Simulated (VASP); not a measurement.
# LiF (Fm-3m) in VASP: notebook, part 2 of 2

VASP 6.6.1. The steps go on from the part before.

## Step 3: Single point, PBE

INCAR

```
PREC = Accurate
ENCUT = 750
EDIFF = 1E-6
ISMEAR = 0
SIGMA = 0.01
LREAL = F
LASPH = T
NELM = 120
ALGO = Normal
ISIF = 2
LWAVE = F
LCHARG = F
GGA = PE
NBANDS = 12
GGA_COMPAT = F
```

KPOINTS

```
Automatic mesh
0
Gamma
  2 2 2
```

POSCAR

```
LiF
1.0
    0.0000000000      2.0050000000      2.0050000000
    2.0050000000      0.0000000000      2.0050000000
    2.0050000000      2.0050000000      0.0000000000
Li F
1 1
Direct
    0.0000000000      0.0000000000      0.0000000000
    0.5000000000      0.5000000000      0.5000000000
```

Potentials or basis: VASP PAW PBE potentials, release 64 (Li_sv, F).

The run is started by

```bash
$ cat potpaw_PBE.64/Li_sv/POTCAR potpaw_PBE.64/F/POTCAR > POTCAR
$ mpirun -np 1 vasp_std > vasp.out
```

OUTCAR:

```text
PREC = Accurate
   ENCUT = 750
   EDIFF = 1E-6
   ISMEAR = 0
   LREAL = F
   LASPH = T
   NELM = 120
   ISIF = 2
   GGA = PE

 ion  position               nearest neighbor table
   1  0.000  0.000  0.000-   2 2.00   2 2.00   2 2.00   2 2.00   2 2.00   2 2.00
   2  0.500  0.500  0.500-   1 2.00   1 2.00   1 2.00   1 2.00   1 2.00   1 2.00

  LATTYP: Found a face centered cubic cell.
 ALAT       =     4.0100000000

  Lattice vectors:

 A1 = (   0.0000000000,   2.0050000000,   2.0050000000)
 A2 = (   2.0050000000,   0.0000000000,   2.0050000000)
 A3 = (   2.0050000000,   2.0050000000,   0.0000000000)

Analysis of symmetry for initial positions (statically):
[... 5 lines left out ...]
 face centered cubic supercell.

 Subroutine GETGRP returns: Found 48 space group operations
 (whereof 48 operations were pure point group operations)
 out of a pool of 48 trial point group operations.

The static configuration has the point symmetry O_h .

Analysis of symmetry for dynamics (positions and initial velocities):
[... 5 lines left out ...]
 face centered cubic supercell.

[... 138 lines left out ...]
 k-point     1 :       0.0000    0.0000    0.0000
  band No.  band energies     occupation
      1     -41.9165      2.00000
      2     -20.6797      2.00000
      3      -0.6585      2.00000
      4      -0.6585      2.00000
      5      -0.6585      2.00000
      6       8.3802      0.00000
      7      23.2258      0.00000
      8      23.2258      0.00000
      9      23.2258      0.00000
     10      23.5908      0.00000
     11      23.5908      0.00000
     12      23.5908      0.00000
[... 16 lines left out ...]
 k-point     3 :       0.5000    0.5000    0.0000
  band No.  band energies     occupation
      1     -41.8400      2.00000
      2     -19.9422      2.00000
      3      -3.7907      2.00000
      4      -1.7014      2.00000
      5      -1.7014      2.00000
      6      14.1843      0.00000
      7      15.7001      0.00000
      8      16.7084      0.00000
      9      19.5469      0.00000
     10      19.5469      0.00000
     11      32.6990      0.00000
     12      37.5786      0.00000

------------------------ aborting loop because EDIFF is reached ----------------------------------------

  FORCE on cell =-STRESS in cart. coord.  units (eV):
  Direction    XX          YY          ZZ          XY          YZ          ZX
  --------------------------------------------------------------------------------------
  -------------------------------------------------------------------------------------
  Total        0.8007910      0.8007910      0.8007910      0.0000000      0.0000000     -0.0000000
  in kB       79.5896596     79.5896596     79.5896596      0.0000000      0.0000000     -0.0000000
  external PRESSURE =      79.5896596 kB  Pullay stress =       0.0000000 kB

 VOLUME and BASIS-vectors are now :
 -----------------------------------------------------------------------------
  energy-cutoff  :      750.00
  volume of cell :       16.12
      direct lattice vectors                 reciprocal lattice vectors
     0.000000000  2.005000000  2.005000000    -0.249376559  0.249376559  0.249376559
     2.005000000  0.000000000  2.005000000     0.249376559 -0.249376559  0.249376559
     2.005000000  2.005000000  0.000000000     0.249376559  0.249376559 -0.249376559

 POSITION                                       TOTAL-FORCE (eV/Angst)
 -----------------------------------------------------------------------------------
      0.00000      0.00000      0.00000         0.000000      0.000000      0.000000
      2.00500      2.00500      2.00500        -0.000000     -0.000000     -0.000000
 -----------------------------------------------------------------------------------
    total drift:                                0.000000      0.000000      0.000000

  FREE ENERGIE OF THE ION-ELECTRON SYSTEM (eV)
  ---------------------------------------------------
  free  energy   TOTEN  =        -9.3018817655 eV

  energy  without entropy=       -9.3018817655  energy(sigma->0) =       -9.30188177
```

Run time: 4.9 s. Hardware: 1 thread of Intel Xeon 6975P-C, shared host; peak memory 0.14 GiB.

Results:

```yaml
Free_energy: -9.3019 eV
Pressure: 8.0 GPa
Band_gap_on_the_k_mesh: 9.04 eV, direct
```

Caveat: the k points lie up to 1.36 Å⁻¹ apart.

## Step 4: Single point, PBE

INCAR

```
SYSTEM = LiF
PREC = Accurate ; ENCUT = 750
EDIFF = 1E-6 ; ISMEAR = 0
SIGMA = 0.01 ; LREAL = .False.
LASPH = .True. ; NELM = 120
ALGO = Normal ; ISIF = 2
LWAVE = .False. ; LCHARG = .False.
GGA = PE ; NBANDS = 12
GGA_COMPAT = .False.
```

KPOINTS

```
regular mesh
0
Gamma
  2 2 2
  0 0 0
```

POSCAR is that of step 3.

The run is started by

```bash
$ cat potpaw_PBE.64/Li_sv/POTCAR potpaw_PBE.64/F/POTCAR > POTCAR
$ mpirun -np 1 vasp_std > vasp.out
```

Wall time 4.9 s (1 thread of Intel Xeon 6975P-C, shared host); peak memory 0.14 GiB.

The run converged. Its results:

```yaml
Free_energy: -9.3019 eV
Pressure: 8.0 GPa
Band_gap_on_the_k_mesh: 9.04 eV, direct
```

Levels at points of the mesh, in eV from the valence-band top:
| k point | band 2 | band 3 | band 4 | band 5 | band 6 | band 7 | band 8 | band 9 |
| --- | --- | --- | --- | --- | --- | --- | --- | --- |
| (0.00, 0.00, 0.00) | -20.02 | 0.00 | 0.00 | 0.00 | 9.04 | 23.88 | 23.88 | 23.88 |
| (0.50, 0.00, 0.00) | -19.56 | -2.62 | -0.24 | -0.24 | 10.66 | 16.79 | 18.75 | 18.75 |
| (0.50, 0.50, 0.00) | -19.28 | -3.13 | -1.04 | -1.04 | 14.84 | 16.36 | 17.37 | 20.21 |

Caveat: the k points lie up to 1.36 Å⁻¹ apart.

## Step 5: Single point, PBE

INCAR

```
ALGO     = Normal         # electronic algorithm
EDIFF    = 1E-6           # SCF threshold, eV
ENCUT    = 750            # plane-wave cutoff, eV
GGA      = PE             # functional
GGA_COMPAT= False        
ISIF     = 2              # what is computed and relaxed
ISMEAR   = 0              # smearing method
LASPH    = True           # aspherical terms in the spheres
LCHARG   = False          # write CHGCAR
LREAL    = False          # projectors in reciprocal space
LWAVE    = False          # write WAVECAR
NBANDS   = 12             # bands
NELM     = 120            # most SCF steps
PREC     = Accurate       # precision mode
SIGMA    = 0.01           # smearing width, eV
```

KPOINTS

```
k-points
0
Gamma
  4 4 4
```

POSCAR is that of step 4.

Potentials or basis: VASP PAW PBE potentials, release 64 (Li_sv, F).

The run is started by

```bash
$ cat potpaw_PBE.64/Li_sv/POTCAR potpaw_PBE.64/F/POTCAR > POTCAR
$ mpirun -np 1 vasp_std > vasp.out
```

OUTCAR:

```text
EDIFF = 1E-6
   ENCUT = 750
   GGA = PE
   ISIF = 2
   ISMEAR = 0
   LASPH = True
   LREAL = False
   NELM = 120
   PREC = Accurate

 ion  position               nearest neighbor table
   1  0.000  0.000  0.000-   2 2.00   2 2.00   2 2.00   2 2.00   2 2.00   2 2.00
   2  0.500  0.500  0.500-   1 2.00   1 2.00   1 2.00   1 2.00   1 2.00   1 2.00

  LATTYP: Found a face centered cubic cell.
 ALAT       =     4.0100000000

  Lattice vectors:

 A1 = (   0.0000000000,   2.0050000000,   2.0050000000)
[... 288 lines left out ...]
------------------------ aborting loop because EDIFF is reached ----------------------------------------

  FORCE on cell =-STRESS in cart. coord.  units (eV):
  Direction    XX          YY          ZZ          XY          YZ          ZX
  --------------------------------------------------------------------------------------
  -------------------------------------------------------------------------------------
  Total        0.2489014      0.2489014      0.2489014     -0.0000000     -0.0000000      0.0000000
  in kB       24.7380072     24.7380072     24.7380072     -0.0000000     -0.0000000      0.0000000
  external PRESSURE =      24.7380072 kB  Pullay stress =       0.0000000 kB

 VOLUME and BASIS-vectors are now :
 -----------------------------------------------------------------------------
  energy-cutoff  :      750.00
  volume of cell :       16.12
      direct lattice vectors                 reciprocal lattice vectors
     0.000000000  2.005000000  2.005000000    -0.249376559  0.249376559  0.249376559
     2.005000000  0.000000000  2.005000000     0.249376559 -0.249376559  0.249376559
     2.005000000  2.005000000  0.000000000     0.249376559  0.249376559 -0.249376559

 POSITION                                       TOTAL-FORCE (eV/Angst)
 -----------------------------------------------------------------------------------
      0.00000      0.00000      0.00000         0.000000     -0.000000      0.000000
      2.00500      2.00500      2.00500        -0.000000      0.000000     -0.000000
 -----------------------------------------------------------------------------------
    total drift:                                0.000000      0.000000      0.000000

  FREE ENERGIE OF THE ION-ELECTRON SYSTEM (eV)
  ---------------------------------------------------
  free  energy   TOTEN  =        -9.6371100412 eV

  energy  without entropy=       -9.6371100412  energy(sigma->0) =       -9.63711004
```

Wall time 6 s (1 thread of Intel Xeon 6975P-C, shared host); peak memory 0.14 GiB.

Results:

```yaml
Free_energy: -9.6371 eV
Pressure: 2.5 GPa
Band_gap_on_the_k_mesh: 9.20 eV, direct
```

Caveat: the k points lie up to 0.68 Å⁻¹ apart. A hybrid or GW would open this gap; PBE tends to underestimate it.

## Step 6: Summary

```csv
level,k mesh,cutoff (eV),gap on the mesh (eV),pressure (GPa)
r2SCAN,4 × 4 × 4,830,10.39,-1.4
PBE,2 × 2 × 2,750,9.04,8.0
PBE,4 × 4 × 4,750,9.20,2.5
```

Alike in all rows: task single point; potentials or basis VASP PAW PBE potentials, release 64 (Li_sv, F); no spin polarisation; cell as given; smearing gaussian 0.01 eV.

Caveats: all runs use coarse meshes; the PAW data sets were made with another functional, which shifts forces and pressure a little (some runs).

Absolute energies hang on the potentials; compare differences alone.
